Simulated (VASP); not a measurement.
# K (Fm-3m) in VASP: a series of runs

Runs on K. Level: PBEsol. Tasks: single point.

Everything below comes from runs of VASP 6.6.1. Logs are shortened: lines on timing, memory, paths and dates and some standing lists are left out, and cuts for length are marked.

### Step 1. The cell of the first run

It takes space group Fm-3m (No. 225, cubic). Conventional cell: a = 5.845 Å, b = 5.845 Å, c = 5.845 Å, α = 90.00°, β = 90.00°, γ = 90.00°. K (site symmetry m-3m) has 12 K at 4.13 Å within 5.4 Å.

### Step 2. Single point, PBEsol (volume scaled by 0.7)

INCAR

```
ALGO = Normal
EDIFF = 1E-6
ENCUT = 520
GGA = PS
ISIF = 2
ISMEAR = -1
LASPH = T
LCHARG = T
LELF = T
LREAL = F
LVHAR = T
LWAVE = F
NBANDS = 10
NELM = 60
PREC = Accurate
SIGMA = 0.1
```

KPOINTS

```
k-points
0
Gamma
  11 11 11
```

POSCAR

```
K
1.0
    0.0000000000      2.9225764619      2.9225764619
    2.9225764619      0.0000000000      2.9225764619
    2.9225764619      2.9225764619      0.0000000000
K
1
Direct
    0.0000000000      0.0000000000      0.0000000000
```

Potentials or basis: VASP PAW PBE potentials, release 64 (K_sv).

Command:

```console
$ cat potpaw_PBE.64/K_sv/POTCAR > POTCAR
$ mpirun -np 1 vasp_std > vasp.out
```

OUTCAR:

```text
EDIFF = 1E-6
   ENCUT = 520
   GGA = PS
   ISIF = 2
   ISMEAR = -1
   LASPH = T
   LREAL = F
   NELM = 60
   PREC = Accurate

 ion  position               nearest neighbor table
   1  0.000  0.000  0.000-

  LATTYP: Found a face centered cubic cell.
 ALAT       =     5.8451529238

  Lattice vectors:

 A1 = (   0.0000000000,   2.9225764619,   2.9225764619)
 A2 = (   2.9225764619,   0.0000000000,   2.9225764619)
 A3 = (   2.9225764619,   2.9225764619,   0.0000000000)

Analysis of symmetry for initial positions (statically):
=====================================================================
 Subroutine PRICEL returns:
 Original cell was already a primitive cell.

 Routine SETGRP: Setting up the symmetry group for a
 face centered cubic supercell.

 Subroutine GETGRP returns: Found 48 space group operations
 (whereof 48 operations were pure point group operations)
 out of a pool of 48 trial point group operations.

The static configuration has the point symmetry O_h .

Analysis of symmetry for dynamics (positions and initial velocities):
=====================================================================
 Subroutine PRICEL returns:
 Original cell was already a primitive cell.

 Routine SETGRP: Setting up the symmetry group for a
 face centered cubic supercell.

 Subroutine GETGRP returns: Found 48 space group operations
 (whereof 48 operations were pure point group operations)
 out of a pool of 48 trial point group operations.

The dynamic configuration has the point symmetry O_h .

 Subroutine INISYM returns: Found 48 space group operations
 (whereof 48 operations are pure point group operations),
 and found     1 'primitive' translations

----------------------------------------------------------------------------------------

                                     Primitive cell

  volume of cell :      49.9261

  direct lattice vectors                    reciprocal lattice vectors
     0.000000000  2.922576462  2.922576462    -0.171081923  0.171081923  0.171081923
     2.922576462  0.000000000  2.922576462     0.171081923 -0.171081923  0.171081923
     2.922576462  2.922576462  0.000000000     0.171081923  0.171081923 -0.171081923

  length of vectors
     4.133147269  4.133147269  4.133147269     0.296322582  0.296322582  0.296322582

  position of ions in fractional coordinates (direct lattice)
     0.000000000  0.000000000  0.000000000

  ion indices of the primitive-cell ions
   primitive index   ion index
                 1           1

----------------------------------------------------------------------------------------

 KPOINTS: k-points

Automatic generation of k-mesh.
 Grid dimensions read from file:
 generate k-points for:   11   11   11

 Generating k-lattice:

  Cartesian coordinates                     Fractional coordinates (reciprocal lattice)
    -0.015552902  0.015552902  0.015552902     0.090909091  0.000000000  0.000000000
     0.015552902 -0.015552902  0.015552902     0.000000000  0.090909091  0.000000000
     0.015552902  0.015552902 -0.015552902     0.000000000  0.000000000  0.090909091

  Length of vectors
     0.026938417  0.026938417  0.026938417

  Shift w.r.t. Gamma in fractional coordinates (k-lattice)
     0.000000000  0.000000000  0.000000000

 Subroutine IBZKPT returns following result:
 ===========================================

 Found     56 irreducible k-points:

 Following reciprocal coordinates:
            Coordinates               Weight
  0.000000  0.000000  0.000000      1.000000
  0.090909  0.000000  0.000000      8.000000
  0.181818  0.000000  0.000000      8.000000
  0.272727  0.000000  0.000000      8.000000
  0.363636  0.000000  0.000000      8.000000
  0.454545  0.000000  0.000000      8.000000
[... 16 lines left out ...]
 -0.272727  0.181818  0.000000     24.000000
 -0.181818  0.181818  0.000000     12.000000
 [... further k-points ...]
   k-points           NKPTS =     56   k-points in BZ     NKDIM =     56   number of bands    NBANDS=     10
   number of dos      NEDOS =    301   number of ions     NIONS =      1
   total plane-waves  NPLWV =  32768
   dimension x,y,z NGX =    32 NGY =   32 NGZ =   32
   dimension x,y,z NGXF=    64 NGYF=   64 NGZF=   64
   ions per type =               1
   NGX,Y,Z   is equivalent  to a cutoff of  12.87, 12.87, 12.87 a.u.
   NGXF,Y,Z  is equivalent  to a cutoff of  25.74, 25.74, 25.74 a.u.
 SYSTEM =  unknown system
   PREC   = accura    normal or accurate (medium, high low for compatibility)
   ISTART =      0    job   : 0-new  1-cont  2-samecut
   ICHARG =      2    charge: 1-file 2-atom 10-const
   ISPIN  =      1    spin polarized calculation?
   LNONCOLLINEAR =      F non collinear calculations
   LSORBIT =      F    spin-orbit coupling
   LASPH  =      T    aspherical Exc in radial PAW
   ENCUT  =  520.0 eV  38.22 Ry    6.18 a.u.   7.68  7.68  7.68*2*pi/ulx,y,z
   NELM   =     60;   NELMIN=  2; NELMDL= -5     # of ELM steps
   EDIFF  = 0.1E-05   stopping-criterion for ELM
   LREAL  =      F    real-space projection
   EDIFFG = 0.1E-04   stopping-criterion for IOM
   NSW    =      0    number of steps for IOM
   IBRION =     -1    ionic relax: 0-MD 1-quasi-New 2-CG
   NFREE  =      0    steps in history (QN), initial steepest desc. (CG)
   ISIF   =      2    stress and relaxation
   ISYM   =      2    0-nonsym 1-usesym 2-fastsym
   POTIM  = 0.5000    time-step for ionic-motion
   TEBEG  =    0.0;   TEEND  =   0.0 temperature during run
   PSTRESS=    0.0 pullay stress
   NELECT =       9.0000    total number of electrons
   NUPDOWN=      -1.0000    fix difference up-down
   EMIN   =  10.00;   EMAX   =-10.00  energy-range for DOS
   EFERMI =   0.00;   METHOD = LEGACY
   ISMEAR =    -1;   SIGMA  =   0.10  broadening in eV -4-tet -1-fermi 0-gaus
   EFERMI_NEDOS =   21; number of points for ismear=-14 and -15
   IALGO  =     38    algorithm
   IMIX   =      4    mixing-type and parameters
     AMIX     =   0.40;   BMIX     =  1.00
     AMIX_MAG =   1.60;   BMIX_MAG =  1.00
  volume/ion in A,a.u.               =      49.93       336.92
  Fermi-wavevector in a.u.,A,eV,Ry     =   0.924797  1.747613 11.636378  0.855250
  Thomas-Fermi vector in A             =   2.050582
   LORBIT       =      0    0 simple, 1 ext, 2 COOP (PROOUT), +10 PAW based schemes
   GGA     = PS    functional components
   LHFCALC =     F    Hartree Fock is set to
   AEXX    =    0.0000 exact exchange contribution
   IVDW    =     0    specifies the selected vdW correction
   LEPSILON=     F    determine dielectric tensor
   LRPA    =     F    only Hartree local field effects (RPA)
 non-spin polarized calculation
  energy-cutoff  :      520.00
  volume of cell :       49.93
 maximum number of plane-waves:      1363
   NGX = 15   NGY = 15   NGZ = 15

 number of electron       9.0000000 magnetization

 Free energy of the ion-electron system (eV)
  ---------------------------------------------------
  ext. energy  EPLUGINS =         0.00000000
  ---------------------------------------------------
  free energy    TOTEN  =        -1.01826273 eV

  energy without entropy =       -0.99492812  energy(sigma->0) =       -1.00659543

 E-fermi :   0.8883     XC(G=0):  -6.7650

 val. band max:        0.8610442195   @ k =   0.4545   0.0000   0.0000
 cond. band min:       0.9468627305   @ k =  -0.2727   0.2727   0.0909
 fundamental gap:      0.0858185110
 Fermi energy:         0.8882697675

 k-point     1 :       0.0000    0.0000    0.0000
  band No.  band energies     occupation
      1     -30.9925      2.00000
      2     -14.4392      2.00000
      3     -14.4392      2.00000
      4     -14.4392      2.00000
      5      -1.8939      2.00000
      6       5.3607      0.00000
      7       5.3607      0.00000
      8       5.3607      0.00000
      9       6.9728      0.00000
     10       6.9728      0.00000

 k-point     2 :       0.0909    0.0000    0.0000
  band No.  band energies     occupation
      1     -30.9907      2.00000
      2     -14.4599      2.00000
      3     -14.4417      2.00000
      4     -14.4417      2.00000
      5      -1.7577      2.00000
      6       5.0638      0.00000
      7       5.4193      0.00000
      8       5.4193      0.00000
      9       6.8625      0.00000
     10       6.8625      0.00000

 k-point     3 :       0.1818    0.0000    0.0000
  band No.  band energies     occupation
      1     -30.9858      2.00000
      2     -14.5148      2.00000
      3     -14.4485      2.00000
      4     -14.4485      2.00000
      5      -1.3625      2.00000
      6       4.3931      0.00000
      7       5.5080      0.00000
      8       5.5080      0.00000
      9       6.7298      0.00000
     10       6.7298      0.00000

 k-point     4 :       0.2727    0.0000    0.0000
  band No.  band energies     occupation
      1     -30.9795      2.00000
      2     -14.5853      2.00000
      3     -14.4574      2.00000
      4     -14.4574      2.00000
      5      -0.7469      2.00000
      6       3.5984      0.00000
      7       5.4270      0.00000
      8       5.4270      0.00000
      9       6.9332      0.00000
     10       6.9332      0.00000
[... 222 lines left out ...]
 k-point    22 :      -0.3636    0.1818    0.0000
  band No.  band energies     occupation
      1     -30.9680      2.00000
      2     -14.6529      2.00000
      3     -14.5251      2.00000
      4     -14.4766      2.00000
      5       0.9679      0.62174
      6       2.4047      0.00000
      7       4.0979      0.00000
      8       5.4670      0.00000
      9       7.3126      0.00000
     10       7.9507      0.00000

 k-point    23 :      -0.2727    0.1818    0.0000
  band No.  band energies     occupation
      1     -30.9719      2.00000
      2     -14.6197      2.00000
      3     -14.5174      2.00000
      4     -14.4654      2.00000
      5       0.1585      1.99865
      6       3.1907      0.00000
      7       4.2023      0.00000
      8       5.6223      0.00000
      9       6.6480      0.00000
     10       8.0886      0.00000

 k-point    24 :      -0.1818    0.1818    0.0000
  band No.  band energies     occupation
      1     -30.9773      2.00000
      2     -14.5787      2.00000
      3     -14.4957      2.00000
      4     -14.4550      2.00000
      5      -0.5436      2.00000
      6       3.7468      0.00000
      7       4.6328      0.00000
      8       5.8848      0.00000
      9       6.1189      0.00000
     10       7.5598      0.00000

 [... further k-points ...]
[... 5 lines left out ...]
  --------------------------------------------------------------------------------------
  -------------------------------------------------------------------------------------
  Total        0.7824995      0.7824995      0.7824995      0.0000000      0.0000000      0.0000000
  in kB       25.1111740     25.1111740     25.1111740      0.0000000      0.0000000      0.0000000
  external PRESSURE =      25.1111740 kB  Pullay stress =       0.0000000 kB

 VOLUME and BASIS-vectors are now :
 -----------------------------------------------------------------------------
  energy-cutoff  :      520.00
  volume of cell :       49.93
      direct lattice vectors                 reciprocal lattice vectors
     0.000000000  2.922576462  2.922576462    -0.171081923  0.171081923  0.171081923
     2.922576462  0.000000000  2.922576462     0.171081923 -0.171081923  0.171081923
     2.922576462  2.922576462  0.000000000     0.171081923  0.171081923 -0.171081923

 POSITION                                       TOTAL-FORCE (eV/Angst)
 -----------------------------------------------------------------------------------
      0.00000      0.00000      0.00000         0.000000      0.000000     -0.000000
 -----------------------------------------------------------------------------------
    total drift:                                0.000000      0.000000     -0.000000

  FREE ENERGIE OF THE ION-ELECTRON SYSTEM (eV)
  ---------------------------------------------------
  free  energy   TOTEN  =        -1.0182627329 eV

  energy  without entropy=       -0.9949281229  energy(sigma->0) =       -1.00659543
```

Run time: 12 s. Hardware: 1 thread of AMD EPYC 9R45 (Zen 5), shared host; peak memory 0.15 GiB.

Results:

```yaml
Free_energy: -1.0183 eV
Pressure: 2.5 GPa
```

Caveat: the PAW data sets were made with another functional, which shifts forces and pressure a little.

### Step 3. Single point, PBEsol (volume scaled by 0.8)

INCAR

```
ALGO     = Normal         # electronic algorithm
EDIFF    = 1E-6           # SCF threshold, eV
ENCUT    = 520            # plane-wave cutoff, eV
GGA      = PS             # functional
ISIF     = 2              # what is computed and relaxed
ISMEAR   = -1             # smearing method
LASPH    = True           # aspherical terms in the spheres
LCHARG   = True           # write CHGCAR
LELF     = True           # ELF
LREAL    = False          # projectors in reciprocal space
LVHAR    = True         
LWAVE    = False          # write WAVECAR
NBANDS   = 10             # bands
NELM     = 60             # most SCF steps
PREC     = Accurate       # precision mode
SIGMA    = 0.1            # smearing width, eV
```

KPOINTS is that of step 2.

POSCAR

```
K
1.0
    0.0000000000      3.0556002100      3.0556002100
    3.0556002100      0.0000000000      3.0556002100
    3.0556002100      3.0556002100      0.0000000000
K
1
Direct
    0.0000000000      0.0000000000      0.0000000000
```

Potentials or basis: VASP PAW PBE potentials, release 64 (K_sv).

Command:

```console
$ cat potpaw_PBE.64/K_sv/POTCAR > POTCAR
$ mpirun -np 1 vasp_std > vasp.out
```

Wall time 13 s (1 thread of AMD EPYC 9R45 (Zen 5), shared host); peak memory 0.15 GiB.

The run converged. Its results:

```
Free energy : -1.0995 eV
Pressure    : 1.2 GPa
```

Levels at points of the mesh, in eV from the Fermi level:
```csv
k point,band 2,band 3,band 4,band 5,band 6,band 7,band 8,band 9
"(0.00, 0.00, 0.00)",-15.37,-15.37,-15.37,-2.56,4.41,4.41,4.41,5.88
```

Caveat: the PAW data sets were made with another functional, which shifts forces and pressure a little.
